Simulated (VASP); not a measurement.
# Ba (Im-3m) in VASP: further runs, part 3 of 3

VASP 6.6.1. Earlier steps stand in the parts before.

## Step 4: Relaxation of cell and atoms, PBEsol, target pressure 10 GPa, at which the enthalpy is minimised

The input, INCAR:

```
PREC     = Accurate       # precision mode
ENCUT    = 600            # plane-wave cutoff, eV
EDIFF    = 1E-6           # SCF threshold, eV
ISMEAR   = -1             # smearing method
SIGMA    = 0.05           # smearing width, eV
LREAL    = False          # projectors in reciprocal space
LASPH    = True           # aspherical terms in the spheres
NELM     = 80             # most SCF steps
ALGO     = Normal         # electronic algorithm
ISIF     = 3              # what is computed and relaxed
LWAVE    = False          # write WAVECAR
LCHARG   = False          # write CHGCAR
GGA      = PS             # functional
IBRION   = 2              # ionic algorithm
NSW      = 60             # ionic steps
EDIFFG   = -0.01          # ionic threshold
PSTRESS  = 100.0
```

The input, KPOINTS:

```
regular mesh
0
Gamma
  8 8 8
```

The input, POSCAR:

```
Ba
1.0
   -2.5065000000      2.5065000000      2.5065000000
    2.5065000000     -2.5065000000      2.5065000000
    2.5065000000      2.5065000000     -2.5065000000
Ba
1
Direct
    0.0000000000      0.0000000000      0.0000000000
```

Potentials or basis: VASP PAW PBE potentials, release 64 (Ba_sv).

The run is started by

```
$ cat potpaw_PBE.64/Ba_sv/POTCAR > POTCAR
$ mpirun -np 1 vasp_std > vasp.out
```

OUTCAR:

```text
PREC = Accurate
   ENCUT = 600
   EDIFF = 1E-6
   ISMEAR = -1
   LREAL = False
   LASPH = True
   NELM = 80
   ISIF = 3
   GGA = PS
   IBRION = 2
   NSW = 60
   EDIFFG = -0.01
   PSTRESS = 100.0

 ion  position               nearest neighbor table
   1  0.000  0.000  0.000-

  LATTYP: Found a body centered cubic cell.
 ALAT       =     5.0130000000

  Lattice vectors:

 A1 = (  -2.5065000000,   2.5065000000,   2.5065000000)
 A2 = (   2.5065000000,  -2.5065000000,   2.5065000000)
 A3 = (   2.5065000000,   2.5065000000,  -2.5065000000)

Analysis of symmetry for initial positions (statically):
=====================================================================
 Subroutine PRICEL returns:
 Original cell was already a primitive cell.

 Routine SETGRP: Setting up the symmetry group for a
 body centered cubic supercell.

 Subroutine GETGRP returns: Found 48 space group operations
 (whereof 48 operations were pure point group operations)
 out of a pool of 48 trial point group operations.

The static configuration has the point symmetry O_h .

Analysis of symmetry for dynamics (positions and initial velocities):
=====================================================================
 Subroutine PRICEL returns:
 Original cell was already a primitive cell.

 Routine SETGRP: Setting up the symmetry group for a
 body centered cubic supercell.

 Subroutine GETGRP returns: Found 48 space group operations
 (whereof 48 operations were pure point group operations)
 out of a pool of 48 trial point group operations.

The dynamic configuration has the point symmetry O_h .

 Subroutine INISYM returns: Found 48 space group operations
 (whereof 48 operations are pure point group operations),
 and found     1 'primitive' translations

----------------------------------------------------------------------------------------

                                     Primitive cell

  volume of cell :      62.9888

[... 85 lines left out ...]
   NELM   =     80;   NELMIN=  2; NELMDL= -5     # of ELM steps
   EDIFF  = 0.1E-05   stopping-criterion for ELM
   LREAL  =      F    real-space projection
   EDIFFG = -.1E-01   stopping-criterion for IOM
   NSW    =     60    number of steps for IOM
   IBRION =      2    ionic relax: 0-MD 1-quasi-New 2-CG
   NFREE  =      1    steps in history (QN), initial steepest desc. (CG)
   ISIF   =      3    stress and relaxation
   ISYM   =      2    0-nonsym 1-usesym 2-fastsym
   POTIM  = 0.5000    time-step for ionic-motion
   TEBEG  =    0.0;   TEEND  =   0.0 temperature during run
   PSTRESS=  100.0 pullay stress
   NELECT =      10.0000    total number of electrons
   NUPDOWN=      -1.0000    fix difference up-down
   EMIN   =  10.00;   EMAX   =-10.00  energy-range for DOS
   EFERMI =   0.00;   METHOD = LEGACY
   ISMEAR =    -1;   SIGMA  =   0.05  broadening in eV -4-tet -1-fermi 0-gaus
   EFERMI_NEDOS =   21; number of points for ismear=-14 and -15
   IALGO  =     38    algorithm
   IMIX   =      4    mixing-type and parameters
     AMIX     =   0.40;   BMIX     =  1.00
     AMIX_MAG =   1.60;   BMIX_MAG =  1.00
  volume/ion in A,a.u.               =      62.99       425.07
  Fermi-wavevector in a.u.,A,eV,Ry     =   0.886449  1.675146 10.691349  0.785792
  Thomas-Fermi vector in A             =   2.007617
   LORBIT       =      0    0 simple, 1 ext, 2 COOP (PROOUT), +10 PAW based schemes
   GGA     = PS    functional components
   LHFCALC =     F    Hartree Fock is set to
   AEXX    =    0.0000 exact exchange contribution
   IVDW    =     0    specifies the selected vdW correction
   LEPSILON=     F    determine dielectric tensor
   LRPA    =     F    only Hartree local field effects (RPA)
 conjugate gradient relaxation of ions
 non-spin polarized calculation
  energy-cutoff  :      600.00
  volume of cell :       62.99
 maximum number of plane-waves:      2123
   NGX = 17   NGY = 17   NGZ = 17

--------------------------------------- Ionic step        1  -------------------------------------------

 number of electron      10.0000001 magnetization

 Free energy of the ion-electron system (eV)
  ---------------------------------------------------
  ext. energy  EPLUGINS =         0.00000000
  ---------------------------------------------------
  free energy    TOTEN  =        -2.14863480 eV

  energy without entropy =       -2.14059253  energy(sigma->0) =       -2.14461366

 E-fermi :   1.5206     XC(G=0):  -7.5066

 val. band max:        1.4626840678   @ k =  -0.3750   0.5000   0.2500
 cond. band min:       1.6453194087   @ k =   0.2500   0.2500   0.1250
 fundamental gap:      0.1826353409
 Fermi energy:         1.5206085498
[... 691 lines left out ...]
  energy  without entropy=       -1.6183241816  energy(sigma->0) =       -1.62198204

  enthalpy is  TOTEN    =         0.5556682455 eV   P V=        2.1813081417

[... ionic steps 4 to 9 ...]

--------------------------------------- Ionic step       10  -------------------------------------------

 number of electron      10.0000000 magnetization

------------------------ aborting loop because EDIFF is reached ----------------------------------------
[... 69 lines left out ...]
--------------------------------------- Ionic step       12  -------------------------------------------

 number of electron      10.0000000 magnetization

 Free energy of the ion-electron system (eV)
  ---------------------------------------------------
  ext. energy  EPLUGINS =         0.00000000
  ---------------------------------------------------
  free energy    TOTEN  =        -1.66798668 eV

  energy without entropy =       -1.66209851  energy(sigma->0) =       -1.66504259

 E-fermi :   4.1037     XC(G=0):  -9.6242

 val. band max:        4.0238887319   @ k =  -0.2500   0.3750   0.1250
 cond. band min:       4.2049024323   @ k =  -0.2500   0.2500   0.2500
 fundamental gap:      0.1810137004
 Fermi energy:         4.1037000241
[... 320 lines left out ...]
  energy  without entropy=       -1.6620985085  energy(sigma->0) =       -1.66504259

  enthalpy is  TOTEN    =         0.5547287153 eV   P V=        2.2227153967

 reached required accuracy - stopping structural energy minimisation
```

OSZICAR:

```text
N       E                     dE             d eps       ncg     rms          rms(c)
DAV:   1     0.652186087054E+02    0.65219E+02   -0.45314E+03   522   0.101E+03
DAV:   2     0.586312482811E+00   -0.64632E+02   -0.63847E+02   631   0.157E+02
DAV:   3    -0.207259662367E+01   -0.26589E+01   -0.26412E+01   611   0.387E+01
[... 64 lines left out ...]
DAV:   1    -0.166800892372E+01    0.11117E-04   -0.34383E-08   267   0.159E-03    0.173E-04
DAV:   2    -0.166800892014E+01    0.35793E-08   -0.26410E-09   266   0.451E-04
  11 F= 0.55472898E+00 E0= 0.55767267E+00  d E =-.294416E-06
       N       E                     dE             d eps       ncg     rms          rms(c)
DAV:   1    -0.166798669048E+01    0.22233E-04   -0.13939E-07   267   0.320E-03    0.348E-04
DAV:   2    -0.166798668146E+01    0.90124E-08   -0.11130E-08   266   0.922E-04
  12 F= 0.55472872E+00 E0= 0.55767280E+00  d E =-.559353E-06
```

Wall time 85 s (1 thread of Intel Xeon Platinum 8259CL at 2.50GHz (Skylake/Cascade Lake), shared host); peak memory 0.23 GiB.

Results:

| Item | Value |
| --- | --- |
| Free energy | -1.6680 eV |
| Relaxed volume | 35.61 Å³/atom |
| Relaxed cell | a = 3.590 Å, b = 3.590 Å, c = 3.590 Å, α = 109.47°, β = 109.47°, γ = 109.47° |
| Space group after relaxing (to 0.05 Å) | Im-3m (No. 229) |
| Energy change on relaxing (the enthalpy is what falls) | +480.6 meV/atom |
| Ionic steps | 12 |
| Pressure after relaxing | 10.0 GPa |
| Band gap on the k mesh | zero (band 5 reaches 5.44 eV, above the bottom of band 6 at 2.16 eV) |

The path:
```
step  energy change (eV)  largest force (eV/Å)  pressure (GPa)  volume (Å³)
   1              0.0000                0.0000           -0.66        62.99
   2              0.7435                0.0000           13.62        32.00
   3              0.5230                0.0000           10.58        34.95
   4              0.4804                0.0000            9.88        35.62
   5              0.4804                0.0000            9.87        35.62
   6              0.4806                0.0000            9.86        35.61
   7              0.4806                0.0000            9.88        35.61
   8              0.4806                0.0000            9.88        35.61
   9              0.4806                0.0000            9.88        35.61
  10              0.4806                0.0000            9.91        35.61
  11              0.4806                0.0000            9.92        35.61
  12              0.4806                0.0000            9.99        35.61
```

Final structure:
```yaml
crystal:
  lattice:
    - [-2.07258, 2.07258, 2.07258]
    - [2.07258, -2.07258, 2.07258]
    - [2.07258, 2.07258, -2.07258]
  atoms:
    - { symbol: Ba, position: [0.00000, 0.00000, 0.00000] }
```

Caveat: the cell is relaxed towards a set pressure, so the enthalpy falls and the energy may rise; the volume moved by over 15 % at a fixed basis, so the end points are rough; the PAW data sets were made with another functional, which shifts forces and pressure a little; spin-orbit coupling is left out, which moves the levels of the heavy elements.

## Step 5: Relaxation of cell and atoms, PBEsol, target pressure 20 GPa, at which the enthalpy is minimised

The input, INCAR:

```
SYSTEM = Ba
PREC     = Accurate       ! precision mode
ENCUT    = 600            ! plane-wave cutoff, eV
EDIFF    = 1E-6           ! SCF threshold, eV
ISMEAR   = -1             ! smearing method
SIGMA    = 0.05           ! smearing width, eV
LREAL    = .FALSE.        ! projectors in reciprocal space
LASPH    = .TRUE.         ! aspherical terms in the spheres
NELM     = 60             ! most SCF steps
ALGO     = Normal         ! electronic algorithm
ISIF     = 3              ! what is computed and relaxed
LWAVE    = .FALSE.        ! write WAVECAR
LCHARG   = .FALSE.        ! write CHGCAR
GGA      = PS             ! functional
IBRION   = 2              ! ionic algorithm
NSW      = 60             ! ionic steps
EDIFFG   = -0.01          ! ionic threshold
PSTRESS  = 200.0
```

The input, KPOINTS:

```
regular mesh
0
G
  8 8 8
  0 0 0
```

POSCAR is that of step 4.

The run is started by

```
$ cat potpaw_PBE.64/Ba_sv/POTCAR > POTCAR
$ mpirun -np 1 vasp_std > vasp.out
```

Wall time 71 s (1 thread of Intel Xeon Platinum 8259CL at 2.50GHz (Skylake/Cascade Lake), shared host); peak memory 0.24 GiB.

It converged, with:

- Free energy: -1.0473 eV
- Relaxed volume: 28.54 Å³/atom
- Relaxed cell: a = 3.334 Å, b = 3.334 Å, c = 3.334 Å, α = 109.47°, β = 109.47°, γ = 109.47°
- Space group after relaxing (to 0.05 Å): Im-3m (No. 229)
- Energy change on relaxing (the enthalpy is what falls): +1101.3 meV/atom
- Ionic steps: 5
- Pressure after relaxing: 20.0 GPa
- Band gap on the k mesh: zero (band 5 reaches 7.60 eV, above the bottom of band 6 at 2.66 eV)

Step by step:
```csv
step,energy change (eV),largest force (eV/Å),pressure (GPa),volume (Å³)
1,0.0000,0.0000,-0.66,62.99
2,8.6038,0.0000,283.10,14.17
3,0.1030,0.0000,3.27,45.71
4,0.3247,0.0000,7.10,38.58
5,1.1013,0.0000,19.98,28.54
```

Final structure:
```
Ba
1.0
    -1.92513    1.92513    1.92513
     1.92513   -1.92513    1.92513
     1.92513    1.92513   -1.92513
Ba
1
Direct
  0.00000 0.00000 0.00000
```

Levels at points of the mesh, in eV from the Fermi level:
```
           k point  band 1  band 2  band 3  band 4  band 5  band 6  band 7  band 8  band 9
(0.00, 0.00, 0.00)  -29.02  -11.96  -11.96  -11.96   -1.95    2.29    2.29    2.29    5.20
(0.50, 0.00, 0.00)  -28.15  -15.79  -13.12  -12.09   -2.02   -0.28    5.96    6.04    6.95
(0.50, 0.50, 0.50)  -27.58  -14.46  -14.46  -14.46   -2.86   -2.86    9.43    9.43    9.43
```

Caveat: the cell is relaxed towards a set pressure, so the enthalpy falls and the energy may rise; the volume moved by over 15 % at a fixed basis, so the end points are rough; the PAW data sets were made with another functional, which shifts forces and pressure a little; spin-orbit coupling is left out, which moves the levels of the heavy elements.

## Step 6: Relaxation of cell and atoms, PBEsol, target pressure 30 GPa, at which the enthalpy is minimised

The input, INCAR:

```
SYSTEM = Ba
  PREC = Accurate
  ENCUT = 600
  EDIFF = 1E-7
  ISMEAR = -1
  SIGMA = 0.05
  LREAL = .False.
  LASPH = .True.
  NELM = 100
  ALGO = Normal
  ISIF = 3
  LWAVE = .False.
  LCHARG = .False.
  GGA = PS
  IBRION = 2
  NSW = 60
  EDIFFG = -0.01
  PSTRESS = 300.0
```

The input, KPOINTS:

```
regular mesh
0
Gamma
  8 8 8
  0 0 0
```

POSCAR is that of step 5.

Potentials or basis: VASP PAW PBE potentials, release 64 (Ba_sv).

The run is started by

```
$ cat potpaw_PBE.64/Ba_sv/POTCAR > POTCAR
$ mpirun -np 1 vasp_std > vasp.out
```

OUTCAR:

```text
SYSTEM = Ba
   PREC = Accurate
   ENCUT = 600
   EDIFF = 1E-7
   ISMEAR = -1
   LREAL = .False.
   LASPH = .True.
   NELM = 100
   ISIF = 3
   GGA = PS
   IBRION = 2
   NSW = 60
   EDIFFG = -0.01
   PSTRESS = 300.0

 ion  position               nearest neighbor table
   1  0.000  0.000  0.000-

  LATTYP: Found a body centered cubic cell.
 ALAT       =     5.0130000000

  Lattice vectors:

 A1 = (  -2.5065000000,   2.5065000000,   2.5065000000)
 A2 = (   2.5065000000,  -2.5065000000,   2.5065000000)
 A3 = (   2.5065000000,   2.5065000000,  -2.5065000000)

Analysis of symmetry for initial positions (statically):
=====================================================================
 Subroutine PRICEL returns:
 Original cell was already a primitive cell.

 Routine SETGRP: Setting up the symmetry group for a
[... 176 lines left out ...]
  external PRESSURE =    -306.6208770 kB  Pullay stress =     300.0000000 kB
[... 678 lines left out ...]
 k-point    24 :      -0.3750    0.3750    0.2500
  band No.  band energies     occupation
      1     -26.6022      2.00000
      2     -12.0495      2.00000
      3     -11.8498      2.00000
      4     -11.7901      2.00000
      5       1.6880      1.97800
      6       2.1376      0.02211
      7       4.0127      0.00000
      8       4.2841      0.00000
      9       6.0093      0.00000

 [... further k-points ...]

[... ionic steps 4 to 9 ...]

--------------------------------------- Ionic step       10  -------------------------------------------

 number of electron      10.0000000 magnetization

------------------------ aborting loop because EDIFF is reached ----------------------------------------
[... 69 lines left out ...]
--------------------------------------- Ionic step       12  -------------------------------------------

 number of electron      10.0000000 magnetization

 Free energy of the ion-electron system (eV)
  ---------------------------------------------------
  ext. energy  EPLUGINS =         0.00000000
  ---------------------------------------------------
  free energy    TOTEN  =        -0.48906877 eV

  energy without entropy =       -0.47544101  energy(sigma->0) =       -0.48225489

 E-fermi :   6.5949     XC(G=0): -11.2176

 val. band max:        6.5481575374   @ k =   0.3750   0.1250   0.0000
 cond. band min:       6.6060256471   @ k =  -0.2500   0.2500   0.1250
 fundamental gap:      0.0578681097
 Fermi energy:         6.5949186737
[... 320 lines left out ...]
  energy  without entropy=       -0.4754410102  energy(sigma->0) =       -0.48225489

  enthalpy is  TOTEN    =         4.1697250126 eV   P V=        4.6587937799

 reached required accuracy - stopping structural energy minimisation
```

OSZICAR:

```text
N       E                     dE             d eps       ncg     rms          rms(c)
DAV:   1     0.652186087054E+02    0.65219E+02   -0.45314E+03   522   0.101E+03
DAV:   2     0.586312482811E+00   -0.64632E+02   -0.63847E+02   631   0.157E+02
DAV:   3    -0.207259662367E+01   -0.26589E+01   -0.26412E+01   611   0.387E+01
[... 132 lines left out ...]
DAV:   2    -0.489069745977E+00    0.56218E-05   -0.97020E-06   541   0.292E-02    0.690E-03
DAV:   3    -0.489068313301E+00    0.14327E-05   -0.65802E-06   656   0.189E-02    0.261E-03
DAV:   4    -0.489068509407E+00   -0.19611E-06   -0.65792E-08   337   0.237E-03    0.120E-03
DAV:   5    -0.489068749547E+00   -0.24014E-06   -0.45619E-08   301   0.158E-03    0.201E-04
DAV:   6    -0.489068767276E+00   -0.17729E-07   -0.76215E-09   261   0.710E-04
  12 F= 0.41697250E+01 E0= 0.41765389E+01  d E =-.234211E-02
```

It took 3.2 min on 1 thread of Intel Xeon Platinum 8259CL at 2.50GHz (Skylake/Cascade Lake), shared host; peak memory 0.34 GiB.

What came out:

* Free energy: -0.4891 eV
* Relaxed volume: 24.88 Å³/atom
* Relaxed cell: a = 3.185 Å, b = 3.185 Å, c = 3.185 Å, α = 109.47°, β = 109.47°, γ = 109.47°
* Space group after relaxing (to 0.05 Å): Im-3m (No. 229)
* Energy change on relaxing (the enthalpy is what falls): +1659.6 meV/atom
* Ionic steps: 12
* Pressure after relaxing: 30.0 GPa
* Band gap on the k mesh: zero (band 5 reaches 9.31 eV, above the bottom of band 6 at 3.00 eV)

Step by step:
```csv
step,energy change (eV),largest force (eV/Å),pressure (GPa),volume (Å³)
1,0.0000,0.0000,-0.66,62.99
2,145.3841,0.0000,10887.51,4.62
3,-0.0098,0.0000,-0.10,59.00
4,-0.0056,0.0000,0.50,55.60
5,1.6331,0.0000,29.28,25.02
6,1.7357,0.0000,31.99,24.49
7,1.5553,0.0000,27.48,25.46
8,1.6611,0.0000,30.33,24.87
9,1.6487,0.0000,29.67,24.94
10,1.6549,0.0000,29.83,24.91
11,1.6580,0.0000,29.91,24.89
12,1.6596,0.0000,29.95,24.88
```

Final structure:
```
CELL_PARAMETERS angstrom
-1.83908 1.83908 1.83908
1.83908 -1.83908 1.83908
1.83908 1.83908 -1.83908
ATOMIC_POSITIONS crystal
Ba 0.00000 0.00000 0.00000
```

Caveat: the cell is relaxed towards a set pressure, so the enthalpy falls and the energy may rise; the volume moved by over 15 % at a fixed basis, so the end points are rough; the PAW data sets were made with another functional, which shifts forces and pressure a little; spin-orbit coupling is left out, which moves the levels of the heavy elements.

## Step 7: Overview

| cell | gap on the mesh (eV) | pressure (GPa) |
| --- | --- | --- |
| relaxed to 2 GPa | none | 2.0 |
| relaxed to 5 GPa | none | 5.0 |
| relaxed to 10 GPa | none | 10.0 |
| relaxed to 20 GPa | none | 20.0 |
| relaxed to 30 GPa | none | 30.0 |

Alike in all rows: task relaxation of cell and atoms; level PBEsol; potentials or basis VASP PAW PBE potentials, release 64 (Ba_sv); no spin polarisation; k mesh 8 × 8 × 8; cutoff (eV) 600; smearing fermi-dirac 0.05 eV.

Caveats: the cell is relaxed towards a set pressure, so the enthalpy falls and the energy may rise; the volume moved by over 15 % at a fixed basis, so the end points are rough; the PAW data sets were made with another functional, which shifts forces and pressure a little; spin-orbit coupling is left out, which moves the levels of the heavy elements.

Absolute energies hang on the potentials; compare differences alone.
